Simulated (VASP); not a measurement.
# Si8Ni8O (a cell with a defect) in VASP: single point with LDA

Aim: the single point of Si8Ni8O (a cell with a defect) with LDA.

Everything below comes from runs of VASP 6.6.1. Logs are shortened: lines on timing, memory, paths and dates and some standing lists are left out, and cuts for length are marked.

### 1 The cell of the first run

The cell holds a defect, 17 atoms: a = 6.549 Å, b = 7.599 Å, c = 6.160 Å, α = 55.66°, β = 73.38°, γ = 50.96°.

### 2 Single point, LDA

The input, INCAR:

```
SYSTEM = Si8Ni8O
PREC = Accurate
ENCUT = 520
EDIFF = 1E-6
ISMEAR = 1
SIGMA = 0.1
LREAL = .FALSE.
LASPH = .TRUE.
NELM = 120
ALGO = Normal
ISIF = 2
LWAVE = .FALSE.
LCHARG = .FALSE.
NBANDS = 73
GGA_COMPAT = .FALSE.
```

The input, KPOINTS:

```
Automatic mesh
0
G
  4 4 4
  0 0 0
```

The input, POSCAR:

```
Si8Ni8O
1.0
    0.0000000000      3.3970617500      5.5985038700
    5.1384089300      0.0000000000      5.5985038700
    5.1384089300      3.3970617500      0.0000000000
Si Ni O
8 8 1
Direct
    0.2566776000      0.3096828500      0.4897603300
    0.7460563200      0.8405275600      1.0004222400
    0.2293414800      0.1831096100     -0.0023216100
    0.7487261700      0.6636285500      0.5171731200
    0.1723288200      0.7511113500      0.5741647400
    0.6198771400      0.2718508900      0.1266058400
    0.3317080500      0.7589472300      0.9179844300
    0.8284762100      0.2621914800      0.4147823500
    0.1842432500      0.4980879000      0.0221052900
    0.7244002000      0.9579098800      0.5622109900
    0.2918249000      0.0199030000      0.4546031800
    0.7793034500      0.5242505600      0.9672224600
    0.0685332900      0.7291774500      0.2689462900
    0.4775808500      0.3202028400      0.6778115500
    0.4768567100      0.7238390100      0.2695635800
    0.9915256500      0.2127381800      0.7550205700
    0.7679425100      0.0942171600      0.9785000900
```

Potentials or basis: VASP PAW LDA potentials, release 64 (Si, Ni, O).

The run is started by

```
cat potpaw_LDA.64/Si/POTCAR potpaw_LDA.64/Ni/POTCAR potpaw_LDA.64/O/POTCAR > POTCAR
mpirun -np 1 vasp_std > vasp.out
```

OUTCAR:

```text
SYSTEM = Si8Ni8O
   PREC = Accurate
   ENCUT = 520
   EDIFF = 1E-6
   ISMEAR = 1
   LREAL = .FALSE.
   LASPH = .TRUE.
   NELM = 120
   ISIF = 2

 ion  position               nearest neighbor table
   1  0.257  0.310  0.490-  14 2.16  13 2.16  11 2.20  16 2.20   9 2.42  10 2.42   3 2.69   4 2.69
                             6 2.75
   2  0.746  0.841  0.000-  17 1.95  15 2.30   9 2.33  10 2.33  12 2.39  13 2.47  14 2.47   3 2.67
                             4 2.67
   3  0.229  0.183  0.998-  16 2.28   9 2.31  15 2.33  12 2.36  14 2.37  11 2.39   2 2.67   1 2.69
                             8 3.12
   4  0.749  0.664  0.517-  16 2.29  10 2.31  15 2.33  12 2.36  13 2.37  11 2.39   2 2.67   1 2.69
                             7 3.12
   5  0.172  0.751  0.574-  13 2.29  14 2.29  10 2.29   9 2.29  11 2.31  15 2.31   7 2.66   8 2.66

   6  0.620  0.272  0.127-  17 1.68  10 2.27   9 2.27  12 2.35   7 2.48   8 2.48   1 2.75  16 2.82
                            13 2.92  14 2.92
   7  0.332  0.759  0.918-  12 2.28  13 2.35  11 2.35  16 2.36  15 2.42   9 2.43   6 2.48   5 2.66
                             4 3.12
   8  0.828  0.262  0.415-  12 2.28  14 2.35  11 2.35  16 2.36  15 2.42  10 2.43   6 2.48   5 2.66
                             3 3.12
   9  0.184  0.498  0.022-   6 2.27   5 2.29   3 2.31   2 2.33   1 2.42   7 2.43  13 2.58  12 2.64
                            14 2.77  11 2.78
  10  0.724  0.958  0.562-   6 2.27   5 2.29   4 2.31   2 2.33   1 2.42   8 2.43  14 2.58  12 2.64
                            13 2.76  11 2.78
  11  0.292  0.020  0.455-   1 2.20   5 2.31   8 2.35   7 2.35   4 2.39   3 2.39  15 2.55  16 2.60
                             9 2.78  10 2.78
  12  0.779  0.524  0.967-   8 2.28   7 2.28   6 2.35   3 2.36   4 2.36   2 2.39   9 2.64  10 2.64
                            15 2.64  16 2.75
  13  0.069  0.729  0.269-  17 2.08   1 2.16   5 2.29   7 2.35   4 2.37   2 2.47   9 2.58  15 2.65
                            10 2.76  14 2.78   6 2.92  16 3.04
  14  0.478  0.320  0.678-  17 2.08   1 2.16   5 2.29   8 2.35   3 2.37   2 2.47  10 2.58  15 2.65
                             9 2.77  13 2.78   6 2.92  16 3.04
  15  0.477  0.724  0.270-   2 2.30   5 2.31   4 2.33   3 2.33   7 2.42   8 2.42  11 2.55  12 2.64
                            14 2.65  13 2.65
  16  0.992  0.213  0.755-  17 1.99   1 2.20   3 2.28   4 2.29   7 2.36   8 2.36  11 2.60  12 2.75
                             6 2.82  13 3.04  14 3.04
  17  0.768  0.094  0.979-   6 1.68   2 1.95  16 1.99  13 2.08  14 2.08

  LATTYP: Found a face centered orthorhombic cell.
 ALAT       =     6.7941235000
 B/A-ratio  =     1.5126039231
 C/A-ratio  =     1.6480430095

  Lattice vectors:

 A1 = (   5.1384089300,   0.0000000000,  -5.5985038700)
 A2 = (   0.0000000000,   3.3970617500,  -5.5985038700)
 A3 = (   5.1384089300,   3.3970617500,   0.0000000000)

Analysis of symmetry for initial positions (statically):
=====================================================================
 Subroutine PRICEL returns:
 Original cell was already a primitive cell.

 Routine SETGRP: Setting up the symmetry group for a
 face centered orthorhombic supercell.

 Subroutine GETGRP returns: Found  1 space group operations
 (whereof  1 operations were pure point group operations)
 out of a pool of  8 trial point group operations.

The static configuration has the point symmetry C_1 .

Analysis of symmetry for dynamics (positions and initial velocities):
=====================================================================
 Subroutine PRICEL returns:
 Original cell was already a primitive cell.

 Routine SETGRP: Setting up the symmetry group for a
 face centered orthorhombic supercell.

 Subroutine GETGRP returns: Found  1 space group operations
 (whereof  1 operations were pure point group operations)
 out of a pool of  8 trial point group operations.

The dynamic configuration has the point symmetry C_1 .

 Subroutine INISYM returns: Found  1 space group operations
 (whereof  1 operations are pure point group operations),
 and found     1 'primitive' translations

----------------------------------------------------------------------------------------

                                     Primitive cell

  volume of cell :     195.4493

  direct lattice vectors                    reciprocal lattice vectors
     0.000000000  3.397061750  5.598503870    -0.097306385  0.147186020  0.089309575
     5.138408930  0.000000000  5.598503870     0.097306385 -0.147186020  0.089309575
     5.138408930  3.397061750  0.000000000     0.097306385  0.147186020 -0.089309575

  length of vectors
     6.548532211  7.599111258  6.159811269     0.197758584  0.197758584  0.197758584

  position of ions in fractional coordinates (direct lattice)
     0.256677600  0.309682850  0.489760330
     0.746056320  0.840527560  0.000422240
     0.229341480  0.183109610  0.997678390
     0.748726170  0.663628550  0.517173120
     0.172328820  0.751111350  0.574164740
     0.619877140  0.271850890  0.126605840
[... 9 lines left out ...]
     0.991525650  0.212738180  0.755020570
     0.767942510  0.094217160  0.978500090

  ion indices of the primitive-cell ions
   primitive index   ion index
                 1           1
                 2           2
                 3           3
                 4           4
                 5           5
                 6           6
[... 9 lines left out ...]
                16          16
                17          17

----------------------------------------------------------------------------------------

 KPOINTS: Automatic mesh

Automatic generation of k-mesh.
 Grid dimensions read from file:
 generate k-points for:    4    4    4

 Generating k-lattice:

  Cartesian coordinates                     Fractional coordinates (reciprocal lattice)
    -0.024326596  0.036796505  0.022327394     0.250000000  0.000000000  0.000000000
     0.024326596 -0.036796505  0.022327394     0.000000000  0.250000000  0.000000000
     0.024326596  0.036796505 -0.022327394     0.000000000  0.000000000  0.250000000

  Length of vectors
     0.049439646  0.049439646  0.049439646

  Shift w.r.t. Gamma in fractional coordinates (k-lattice)
     0.000000000  0.000000000  0.000000000

 Subroutine IBZKPT returns following result:
 ===========================================

 Found     36 irreducible k-points:

 Following reciprocal coordinates:
            Coordinates               Weight
  0.000000  0.000000  0.000000      1.000000
  0.250000  0.000000  0.000000      2.000000
  0.000000  0.000000  0.250000      2.000000
 -0.250000 -0.250000 -0.250000      2.000000
  0.000000  0.250000  0.000000      2.000000
  0.500000  0.000000  0.000000      1.000000
[... 16 lines left out ...]
 -0.250000  0.000000  0.250000      2.000000
  0.250000  0.500000  0.250000      2.000000
 [... further k-points ...]
   k-points           NKPTS =     36   k-points in BZ     NKDIM =     36   number of bands    NBANDS=     73
   number of dos      NEDOS =    301   number of ions     NIONS =     17
   total plane-waves  NPLWV = 144000
   dimension x,y,z NGX =    50 NGY =   60 NGZ =   48
   dimension x,y,z NGXF=   100 NGYF=  120 NGZF=   96
   ions per type =               8   8   1
   NGX,Y,Z   is equivalent  to a cutoff of  12.69, 13.13, 12.95 a.u.
   NGXF,Y,Z  is equivalent  to a cutoff of  25.39, 26.25, 25.91 a.u.
 SYSTEM =  Si8Ni8O
   PREC   = accura    normal or accurate (medium, high low for compatibility)
   ISTART =      0    job   : 0-new  1-cont  2-samecut
   ICHARG =      2    charge: 1-file 2-atom 10-const
   ISPIN  =      1    spin polarized calculation?
   LNONCOLLINEAR =      F non collinear calculations
   LSORBIT =      F    spin-orbit coupling
   LASPH  =      T    aspherical Exc in radial PAW
   ENCUT  =  520.0 eV  38.22 Ry    6.18 a.u.  12.18 14.13 11.45*2*pi/ulx,y,z
   NELM   =    120;   NELMIN=  2; NELMDL= -5     # of ELM steps
   EDIFF  = 0.1E-05   stopping-criterion for ELM
   LREAL  =      F    real-space projection
   EDIFFG = 0.1E-04   stopping-criterion for IOM
   NSW    =      0    number of steps for IOM
   IBRION =     -1    ionic relax: 0-MD 1-quasi-New 2-CG
   NFREE  =      0    steps in history (QN), initial steepest desc. (CG)
   ISIF   =      2    stress and relaxation
   ISYM   =      2    0-nonsym 1-usesym 2-fastsym
   POTIM  = 0.5000    time-step for ionic-motion
   TEBEG  =    0.0;   TEEND  =   0.0 temperature during run
   PSTRESS=    0.0 pullay stress
   NELECT =     118.0000    total number of electrons
   NUPDOWN=      -1.0000    fix difference up-down
   EMIN   =  10.00;   EMAX   =-10.00  energy-range for DOS
   EFERMI =   0.00;   METHOD = LEGACY
   ISMEAR =     1;   SIGMA  =   0.10  broadening in eV -4-tet -1-fermi 0-gaus
   EFERMI_NEDOS =   21; number of points for ismear=-14 and -15
   IALGO  =     38    algorithm
   IMIX   =      4    mixing-type and parameters
     AMIX     =   0.40;   BMIX     =  1.00
     AMIX_MAG =   1.60;   BMIX_MAG =  1.00
  volume/ion in A,a.u.               =      11.50        77.59
  Fermi-wavevector in a.u.,A,eV,Ry     =   1.383643  2.614707 26.047928  1.914469
  Thomas-Fermi vector in A             =   2.508222
   LORBIT       =      0    0 simple, 1 ext, 2 COOP (PROOUT), +10 PAW based schemes
   GGA     = CA    functional components
   LHFCALC =     F    Hartree Fock is set to
   AEXX    =    0.0000 exact exchange contribution
   IVDW    =     0    specifies the selected vdW correction
   LEPSILON=     F    determine dielectric tensor
   LRPA    =     F    only Hartree local field effects (RPA)
 non-spin polarized calculation
 Methfessel and Paxton  Order N= 1 SIGMA  =   0.10
  energy-cutoff  :      520.00
  volume of cell :      195.45
 maximum number of plane-waves:      5282
 NGX is ok and might be reduce to    50
   NGX = 25   NGY = 29   NGZ = 23

 number of electron     118.0000000 magnetization

 Free energy of the ion-electron system (eV)
  ---------------------------------------------------
  ext. energy  EPLUGINS =         0.00000000
  ---------------------------------------------------
  free energy    TOTEN  =      -115.87146086 eV

  energy without entropy =     -115.87291877  energy(sigma->0) =     -115.87194683

 E-fermi :  10.5771     XC(G=0): -12.5346

 val. band max:       10.5283773946   @ k =   0.0000   0.5000   0.0000
 cond. band min:      10.5843140806   @ k =   0.5000   0.0000   0.2500
 fundamental gap:      0.0559366860
 Fermi energy:        10.5771326770

 k-point     1 :       0.0000    0.0000    0.0000
  band No.  band energies     occupation
      1     -10.8222      2.00000
      2      -2.1911      2.00000
      3      -0.2848      2.00000
      4       1.0431      2.00000
      5       1.5169      2.00000
      6       1.7143      2.00000
[... 63 lines left out ...]
     70      14.3332      0.00000
     71      14.3968      0.00000

 k-point     2 :       0.2500    0.0000    0.0000
  band No.  band energies     occupation
      1     -10.8191      2.00000
      2      -1.9213      2.00000
      3      -0.4632      2.00000
      4       0.3964      2.00000
      5       0.7408      2.00000
      6       1.5225      2.00000
[... 63 lines left out ...]
     70      14.2802      0.00000
     71      14.7395      0.00000

 k-point     3 :       0.0000    0.0000    0.2500
  band No.  band energies     occupation
      1     -10.8191      2.00000
      2      -1.9213      2.00000
      3      -0.4632      2.00000
      4       0.3962      2.00000
      5       0.7409      2.00000
      6       1.5226      2.00000
[... 1543 lines left out ...]
     70      13.9462      0.00000
     71      14.3138      0.00000

 k-point    24 :       0.2500    0.5000    0.2500
  band No.  band energies     occupation
      1     -10.8175      2.00000
      2      -1.8837      2.00000
      3      -0.2445      2.00000
      4       0.3049      2.00000
      5       0.8591      2.00000
      6       0.8899      2.00000
[... 63 lines left out ...]
     70      14.0775      0.00000
     71      14.1801      0.00000

 [... further k-points ...]

 [bands above 71 left out]

------------------------ aborting loop because EDIFF is reached ----------------------------------------

  FORCE on cell =-STRESS in cart. coord.  units (eV):
  Direction    XX          YY          ZZ          XY          YZ          ZX
  --------------------------------------------------------------------------------------
  -------------------------------------------------------------------------------------
  Total       -2.0841584      2.0620645     -3.6447662      0.0010365      0.0010362     -1.4993251
  in kB      -17.0846948     16.9035819    -29.8776320      0.0084967      0.0084940    -12.2905782
  external PRESSURE =     -10.0195816 kB  Pullay stress =       0.0000000 kB

 VOLUME and BASIS-vectors are now :
 -----------------------------------------------------------------------------
  energy-cutoff  :      520.00
  volume of cell :      195.45
      direct lattice vectors                 reciprocal lattice vectors
     0.000000000  3.397061750  5.598503870    -0.097306385  0.147186020  0.089309575
     5.138408930  0.000000000  5.598503870     0.097306385 -0.147186020  0.089309575
     5.138408930  3.397061750  0.000000000     0.097306385  0.147186020 -0.089309575

 POSITION                                       TOTAL-FORCE (eV/Angst)
 -----------------------------------------------------------------------------------
      4.10787      2.53570      3.17077        -0.035984      0.000846      0.018562
      4.32114      2.53583      8.88250        -0.110435     -0.001061      0.087651
      6.06737      4.16826      2.30911         0.138408     -0.028376      0.006600
      6.06744      4.30034      7.90707         0.138320      0.029028      0.007390
      6.80981      2.53588      5.16988        -0.203031     -0.000375     -0.060124
      2.04743      2.53585      4.99234        -0.188833      0.000785     -0.052393
[... 9 lines left out ...]
      4.97274      5.93313      6.74208        -0.020155     -0.000539     -0.032475
      5.51206      5.93277      4.82680        -0.066440     -0.000197      0.096531
 -----------------------------------------------------------------------------------
    total drift:                               -0.000022      0.000318      0.000487

  FREE ENERGIE OF THE ION-ELECTRON SYSTEM (eV)
  ---------------------------------------------------
  free  energy   TOTEN  =      -115.8714608646 eV

  energy  without entropy=     -115.8729187668  energy(sigma->0) =     -115.87194683
```

Wall time 36 min (1 thread of Intel Xeon 8259CL, shared host); peak memory 0.54 GiB.

What came out:

| Quantity | Value |
| --- | --- |
| Free energy | -115.8715 eV |
| Pressure | -1.0 GPa |
| Largest force | 0.212 eV/Å |
| Band gap on the k mesh | zero (bands 59 and 60 overlap by 0.36 eV) |

Forces on the atoms (eV/Å):
```
Si  -0.036  0.001  0.019
Si  -0.110 -0.001  0.088
Si   0.138 -0.028  0.007
Si   0.138  0.029  0.007
Si  -0.203  0.000 -0.060
Si  -0.189  0.001 -0.052
Si   0.135  0.029  0.011
Si   0.134 -0.029  0.011
Ni   0.011  0.023  0.075
Ni   0.012 -0.023  0.076
Ni   0.054  0.000 -0.096
Ni   0.055 -0.001 -0.064
Ni  -0.058 -0.069 -0.071
Ni  -0.056  0.070 -0.073
Ni   0.062  0.000  0.058
Ni  -0.020 -0.001 -0.032
O   -0.066  0.000  0.097
```

Caveat: the run has no spin polarisation, though such a crystal can be magnetic. With open d or f shells a metallic result of LDA can be an artefact of self-interaction; +U or a hybrid may open a gap.
